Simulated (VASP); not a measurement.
# Cu (P6_3/mmc) in VASP: notebook, part 2 of 2

VASP 6.6.1. Earlier steps stand in the parts before.

### Step 3. Single point, PBE (9.57 Å³/atom)

INCAR reads:

```
PREC = Accurate
ENCUT = 520
EDIFF = 1E-7
ISMEAR = -1
SIGMA = 0.05
LREAL = False
LASPH = True
NELM = 80
ALGO = Normal
ISIF = 2
LWAVE = False
LCHARG = False
GGA = PE
NBANDS = 18
```

KPOINTS reads:

```
Automatic mesh
0
Gamma
  19 19 10
```

POSCAR reads:

```
Cu
1.0
    2.3774709473      0.0000000000      0.0000000000
   -1.1887354736      2.0589502371      0.0000000000
    0.0000000000      0.0000000000      3.9111843981
Cu
2
Direct
    0.3333333333      0.6666666667      0.2500000000
    0.6666666667      0.3333333333      0.7500000000
```

Potentials or basis: VASP PAW PBE potentials, release 64 (Cu).

Launch:

```console
> cat potpaw_PBE.64/Cu/POTCAR > POTCAR
> mpirun -np 1 vasp_std > vasp.out
```

OUTCAR:

```text
PREC = Accurate
   ENCUT = 520
   EDIFF = 1E-7
   ISMEAR = -1
   LREAL = False
   LASPH = True
   NELM = 80
   ISIF = 2
   GGA = PE

 ion  position               nearest neighbor table
   1  0.333  0.667  0.250-   2 2.39   2 2.39   2 2.39   2 2.39   2 2.39   2 2.39
   2  0.667  0.333  0.750-   1 2.39   1 2.39   1 2.39   1 2.39   1 2.39   1 2.39

  LATTYP: Found a hexagonal cell.
 ALAT       =     2.3774709473
 C/A-ratio  =     1.6451029202

  Lattice vectors:

 A1 = (   2.3774709473,   0.0000000000,   0.0000000000)
 A2 = (  -1.1887354736,   2.0589502371,   0.0000000000)
 A3 = (   0.0000000000,   0.0000000000,   3.9111843981)

Analysis of symmetry for initial positions (statically):
=====================================================================
 Subroutine PRICEL returns:
 Original cell was already a primitive cell.

 Routine SETGRP: Setting up the symmetry group for a
 hexagonal supercell.

 Subroutine GETGRP returns: Found 24 space group operations
 (whereof 12 operations were pure point group operations)
 out of a pool of 24 trial point group operations.

The static configuration has the point symmetry D_3d.
 The point group associated with its full space group is D_6h.

Analysis of symmetry for dynamics (positions and initial velocities):
=====================================================================
 Subroutine PRICEL returns:
 Original cell was already a primitive cell.

 Routine SETGRP: Setting up the symmetry group for a
 hexagonal supercell.

 Subroutine GETGRP returns: Found 24 space group operations
 (whereof 12 operations were pure point group operations)
 out of a pool of 24 trial point group operations.

The dynamic configuration has the point symmetry D_3d.
 The point group associated with its full space group is D_6h.

 Subroutine INISYM returns: Found 24 space group operations
[... 111 lines left out ...]
   EFERMI =   0.00;   METHOD = LEGACY
   ISMEAR =    -1;   SIGMA  =   0.05  broadening in eV -4-tet -1-fermi 0-gaus
   EFERMI_NEDOS =   21; number of points for ismear=-14 and -15
   IALGO  =     38    algorithm
   IMIX   =      4    mixing-type and parameters
     AMIX     =   0.40;   BMIX     =  1.00
     AMIX_MAG =   1.60;   BMIX_MAG =  1.00
  volume/ion in A,a.u.               =       9.57        64.60
  Fermi-wavevector in a.u.,A,eV,Ry     =   1.714718  3.240346 40.004617  2.940256
  Thomas-Fermi vector in A             =   2.792224
   LORBIT       =      0    0 simple, 1 ext, 2 COOP (PROOUT), +10 PAW based schemes
   GGA     = PE    functional components
   LHFCALC =     F    Hartree Fock is set to
   AEXX    =    0.0000 exact exchange contribution
   IVDW    =     0    specifies the selected vdW correction
   LEPSILON=     F    determine dielectric tensor
   LRPA    =     F    only Hartree local field effects (RPA)
 non-spin polarized calculation
  energy-cutoff  :      520.00
  volume of cell :       19.15
 maximum number of plane-waves:       549
 NGX is ok and might be reduce to    18
   NGX =  9   NGY =  9   NGZ = 15

 number of electron      22.0000001 magnetization

 Free energy of the ion-electron system (eV)
  ---------------------------------------------------
  ext. energy  EPLUGINS =         0.00000000
  ---------------------------------------------------
  free energy    TOTEN  =        -6.77118965 eV

  energy without entropy =       -6.76760995  energy(sigma->0) =       -6.76939980

 E-fermi :  10.5836     XC(G=0): -13.9943

 val. band max:       10.5819400920   @ k =   0.4737   0.0526   0.1000
 cond. band min:      10.6135599907   @ k =   0.1579   0.1579   0.3000
 fundamental gap:      0.0316198987
 Fermi energy:        10.5836412980

 k-point     1 :       0.0000    0.0000    0.0000
  band No.  band energies     occupation
      1      -0.5737      2.00000
      2       4.0629      2.00000
      3       6.6885      2.00000
      4       6.7949      2.00000
      5       6.7949      2.00000
      6       7.0796      2.00000
[... 481 lines left out ...]
      5       6.6592      2.00000
      6       6.9471      2.00000
[... 10 lines left out ...]
     17      27.5626      0.00000
     18      32.0066      0.00000

 [... further k-points ...]

------------------------ aborting loop because EDIFF is reached ----------------------------------------

  FORCE on cell =-STRESS in cart. coord.  units (eV):
  Direction    XX          YY          ZZ          XY          YZ          ZX
  --------------------------------------------------------------------------------------
  -------------------------------------------------------------------------------------
  Total        6.5910800      6.5910800      6.5939929      0.0000000      0.0000000     -0.0000000
  in kB      551.5664038    551.5664038    551.8101688      0.0000000      0.0000000     -0.0000000
  external PRESSURE =     551.6476588 kB  Pullay stress =       0.0000000 kB

 VOLUME and BASIS-vectors are now :
 -----------------------------------------------------------------------------
  energy-cutoff  :      520.00
  volume of cell :       19.15
      direct lattice vectors                 reciprocal lattice vectors
     2.377470947  0.000000000  0.000000000     0.420615024  0.242842197  0.000000000
    -1.188735474  2.058950237  0.000000000     0.000000000  0.485684395  0.000000000
     0.000000000  0.000000000  3.911184398     0.000000000  0.000000000  0.255677027

 POSITION                                       TOTAL-FORCE (eV/Angst)
 -----------------------------------------------------------------------------------
     -0.00000      1.37263      0.97780        -0.000000     -0.000000      0.000000
      1.18874      0.68632      2.93339         0.000000      0.000000     -0.000000
 -----------------------------------------------------------------------------------
    total drift:                                0.000000     -0.000000      0.000000

  FREE ENERGIE OF THE ION-ELECTRON SYSTEM (eV)
  ---------------------------------------------------
  free  energy   TOTEN  =        -6.7711896522 eV

  energy  without entropy=       -6.7676099488  energy(sigma->0) =       -6.76939980
```

It took 40 s on 1 thread of AMD EPYC 9R45 (Zen 5), shared host; peak memory 0.15 GiB.

Results:

- Free energy: -6.7712 eV
- Pressure: 55.2 GPa
- Band gap on the k mesh: zero (bands 11 and 12 overlap by 6.58 eV)

Caveat: the cell stands under pressure.

### Step 4. Single point, PBE

This run uses another cell than the first one, of 10.77 Å³/atom.

INCAR reads:

```
SYSTEM = Cu
ALGO     = Normal         ! electronic algorithm
EDIFF    = 1E-6           ! SCF threshold, eV
ENCUT    = 520            ! plane-wave cutoff, eV
GGA      = PE             ! functional
ISIF     = 2              ! what is computed and relaxed
ISMEAR   = -1             ! smearing method
LASPH    = .TRUE.         ! aspherical terms in the spheres
LCHARG   = .TRUE.         ! write CHGCAR
LELF     = .TRUE.         ! ELF
LREAL    = .FALSE.        ! projectors in reciprocal space
LVHAR    = .TRUE.       
LWAVE    = .FALSE.        ! write WAVECAR
NBANDS   = 18             ! bands
NELM     = 60             ! most SCF steps
PREC     = Accurate       ! precision mode
SIGMA    = 0.05           ! smearing width, eV
```

KPOINTS reads:

```
k-points
0
G
  19 19 10
  0 0 0
```

POSCAR reads:

```
Cu
1.0
    2.4710691348      0.0000000000      0.0000000000
   -1.2355345674      2.1400086452      0.0000000000
    0.0000000000      0.0000000000      4.0730661098
Cu
2
Direct
    0.3333333333      0.6666666667      0.2500000000
    0.6666666667      0.3333333333      0.7500000000
```

Launch:

```console
> cat potpaw_PBE.64/Cu/POTCAR > POTCAR
> mpirun -np 1 vasp_std > vasp.out
```

Wall time 38 s (1 thread of AMD EPYC 9R45 (Zen 5), shared host); peak memory 0.16 GiB.

It converged, with:

* Free energy: -7.3056 eV
* Pressure: 19.8 GPa
* Band gap on the k mesh: zero (bands 11 and 12 overlap by 6.06 eV)

Levels at points of the mesh, in eV from the Fermi level:
```
           k point  band 8  band 9  band 10  band 11  band 12  band 13  band 14  band 15
(0.00, 0.00, 0.00)   -2.73   -2.73    -1.90    -1.90    -1.43     4.05    22.17    23.35
(0.00, 0.00, 0.50)   -3.37   -2.15    -2.15    -2.15    -2.15    12.94    12.94    22.89
```

Caveat: the cell stands under pressure.

### Step 5. Single point, PBE (10.77 Å³/atom)

This run uses another cell than the first one, of 10.77 Å³/atom.

INCAR reads:

```
ALGO = Normal
EDIFF = 1E-6
ENCUT = 520
GGA = PE
ISIF = 2
ISMEAR = -1
LASPH = T
LCHARG = T
LELF = T
LREAL = F
LVHAR = T
LWAVE = F
NBANDS = 18
NELM = 80
PREC = Accurate
SIGMA = 0.05
```

KPOINTS reads:

```
k-points
0
Gamma
  19 19 10
```

POSCAR is that of step 4.

Potentials or basis: VASP PAW PBE potentials, release 64 (Cu).

Launch:

```console
> cat potpaw_PBE.64/Cu/POTCAR > POTCAR
> mpirun -np 1 vasp_std > vasp.out
```

OUTCAR:

```text
EDIFF = 1E-6
   ENCUT = 520
   GGA = PE
   ISIF = 2
   ISMEAR = -1
   LASPH = T
   LREAL = F
   NELM = 80
   PREC = Accurate

 ion  position               nearest neighbor table
   1  0.333  0.667  0.250-   2 2.49   2 2.49   2 2.49   2 2.49   2 2.49   2 2.49
   2  0.667  0.333  0.750-   1 2.49   1 2.49   1 2.49   1 2.49   1 2.49   1 2.49

  LATTYP: Found a hexagonal cell.
 ALAT       =     2.4710691348
 C/A-ratio  =     1.6483011553

  Lattice vectors:

 A1 = (   2.4710691348,   0.0000000000,   0.0000000000)
 A2 = (  -1.2355345674,   2.1400086452,   0.0000000000)
 A3 = (   0.0000000000,   0.0000000000,   4.0730661098)

Analysis of symmetry for initial positions (statically):
=====================================================================
 Subroutine PRICEL returns:
 Original cell was already a primitive cell.

 Routine SETGRP: Setting up the symmetry group for a
 hexagonal supercell.

 Subroutine GETGRP returns: Found 24 space group operations
 (whereof 12 operations were pure point group operations)
 out of a pool of 24 trial point group operations.

The static configuration has the point symmetry D_3d.
 The point group associated with its full space group is D_6h.

Analysis of symmetry for dynamics (positions and initial velocities):
=====================================================================
 Subroutine PRICEL returns:
 Original cell was already a primitive cell.

 Routine SETGRP: Setting up the symmetry group for a
 hexagonal supercell.

 Subroutine GETGRP returns: Found 24 space group operations
 (whereof 12 operations were pure point group operations)
 out of a pool of 24 trial point group operations.

The dynamic configuration has the point symmetry D_3d.
 The point group associated with its full space group is D_6h.

 Subroutine INISYM returns: Found 24 space group operations
 (whereof 12 operations are pure point group operations),
[... 111 lines left out ...]
   ISMEAR =    -1;   SIGMA  =   0.05  broadening in eV -4-tet -1-fermi 0-gaus
   EFERMI_NEDOS =   21; number of points for ismear=-14 and -15
   IALGO  =     38    algorithm
   IMIX   =      4    mixing-type and parameters
     AMIX     =   0.40;   BMIX     =  1.00
     AMIX_MAG =   1.60;   BMIX_MAG =  1.00
  volume/ion in A,a.u.               =      10.77        72.68
  Fermi-wavevector in a.u.,A,eV,Ry     =   1.648700  3.115592 36.983537  2.718213
  Thomas-Fermi vector in A             =   2.737945
   LORBIT       =      0    0 simple, 1 ext, 2 COOP (PROOUT), +10 PAW based schemes
   GGA     = PE    functional components
   LHFCALC =     F    Hartree Fock is set to
   AEXX    =    0.0000 exact exchange contribution
   IVDW    =     0    specifies the selected vdW correction
   LEPSILON=     F    determine dielectric tensor
   LRPA    =     F    only Hartree local field effects (RPA)
 non-spin polarized calculation
  energy-cutoff  :      520.00
  volume of cell :       21.54
 maximum number of plane-waves:       594
   NGX =  9   NGY =  9   NGZ = 15

 number of electron      21.9999967 magnetization

 Free energy of the ion-electron system (eV)
  ---------------------------------------------------
  ext. energy  EPLUGINS =         0.00000000
  ---------------------------------------------------
  free energy    TOTEN  =        -7.30555860 eV

  energy without entropy =       -7.30172042  energy(sigma->0) =       -7.30363951

 E-fermi :   8.8441     XC(G=0): -13.2708

 val. band max:        8.8214463955   @ k =   0.1053  -0.0000   0.0000
 cond. band min:       8.8459309844   @ k =   0.2105   0.1053   0.3000
 fundamental gap:      0.0244845889
 Fermi energy:         8.8441071107

 k-point     1 :       0.0000    0.0000    0.0000
  band No.  band energies     occupation
      1      -1.2909      2.00000
      2       3.1381      2.00000
      3       5.4162      2.00000
      4       5.5139      2.00000
      5       5.5139      2.00000
      6       5.7466      2.00000
[... 481 lines left out ...]
      5       5.4098      2.00000
      6       5.6372      2.00000
[... 10 lines left out ...]
     17      24.3507      0.00000
     18      29.0980      0.00000

 [... further k-points ...]

------------------------ aborting loop because EDIFF is reached ----------------------------------------

  FORCE on cell =-STRESS in cart. coord.  units (eV):
  Direction    XX          YY          ZZ          XY          YZ          ZX
  --------------------------------------------------------------------------------------
  -------------------------------------------------------------------------------------
  Total        2.6560021      2.6560021      2.6555391      0.0000000     -0.0000000      0.0000000
  in kB      197.5682302    197.5682302    197.5337919      0.0000000     -0.0000000      0.0000000
  external PRESSURE =     197.5567508 kB  Pullay stress =       0.0000000 kB

 VOLUME and BASIS-vectors are now :
 -----------------------------------------------------------------------------
  energy-cutoff  :      520.00
  volume of cell :       21.54
      direct lattice vectors                 reciprocal lattice vectors
     2.471069135  0.000000000  0.000000000     0.404683133  0.233643916  0.000000000
    -1.235534567  2.140008645  0.000000000     0.000000000  0.467287832  0.000000000
     0.000000000  0.000000000  4.073066110     0.000000000  0.000000000  0.245515288

 POSITION                                       TOTAL-FORCE (eV/Angst)
 -----------------------------------------------------------------------------------
     -0.00000      1.42667      1.01827         0.000000      0.000000      0.000000
      1.23553      0.71334      3.05480        -0.000000     -0.000000      0.000000
 -----------------------------------------------------------------------------------
    total drift:                               -0.000000      0.000000     -0.000000

  FREE ENERGIE OF THE ION-ELECTRON SYSTEM (eV)
  ---------------------------------------------------
  free  energy   TOTEN  =        -7.3055586027 eV

  energy  without entropy=       -7.3017204207  energy(sigma->0) =       -7.30363951
```

OSZICAR:

```text
N       E                     dE             d eps       ncg     rms          rms(c)
DAV:   1     0.118287693695E+03    0.11829E+03   -0.10620E+04  9592   0.226E+03
DAV:   2    -0.315050122438E+01   -0.12144E+03   -0.11534E+03  8652   0.289E+02
DAV:   3    -0.912002523669E+01   -0.59695E+01   -0.57329E+01  9606   0.850E+01
DAV:   4    -0.918244932723E+01   -0.62424E-01   -0.62383E-01 10064   0.946E+00
DAV:   5    -0.918325951298E+01   -0.81019E-03   -0.81016E-03 10508   0.940E-01    0.110E+01
DAV:   6    -0.790709802697E+01    0.12762E+01   -0.10094E+01  9200   0.943E+01    0.474E+00
DAV:   7    -0.733626575547E+01    0.57083E+00   -0.18269E+00  9392   0.370E+01    0.918E-01
DAV:   8    -0.730862150928E+01    0.27644E-01   -0.11340E-02 11446   0.119E+00    0.407E-01
DAV:   9    -0.730552265276E+01    0.30989E-02   -0.36917E-03 10732   0.182E+00    0.210E-02
DAV:  10    -0.730555775475E+01   -0.35102E-04   -0.16638E-04  9358   0.136E-01    0.630E-03
DAV:  11    -0.730555879904E+01   -0.10443E-05   -0.25522E-06  9734   0.192E-02    0.164E-03
DAV:  12    -0.730555860273E+01    0.19632E-06   -0.19359E-07  5104   0.745E-03
   1 F= -.73055586E+01 E0= -.73036395E+01  d E =-.383818E-02
```

stdout:

```text
POSCAR found type information on POSCAR Cu
 POSCAR found :  1 types and       2 ions
 scaLAPACK will be used
 LDA part: xc-table for (Slater+PW92), standard interpolation
 POSCAR, INCAR and KPOINTS ok, starting setup
 FFT: planning ... GRIDC
 FFT: planning ... GRID_SOFT
 FFT: planning ... GRID
 WAVECAR not read
 entering main loop
```

Run time: 38 s. Hardware: 1 thread of AMD EPYC 9R45 (Zen 5), shared host; peak memory 0.16 GiB.

What came out:

```
Free energy            : -7.3056 eV
Pressure               : 19.8 GPa
Band gap on the k mesh : zero (bands 11 and 12 overlap by 6.06 eV)
```

Levels at points of the mesh, in eV from the Fermi level:
```tsv
k point	band 7	band 8	band 9	band 10	band 11	band 12	band 13	band 14	band 15	band 16
(0.00, 0.00, 0.00)	-3.10	-2.73	-2.73	-1.90	-1.90	-1.43	4.05	22.17	23.35	23.35
(0.00, 0.00, 0.50)	-3.37	-3.37	-2.15	-2.15	-2.15	-2.15	12.94	12.94	22.89	22.89
```

Caveat: the cell stands under pressure.
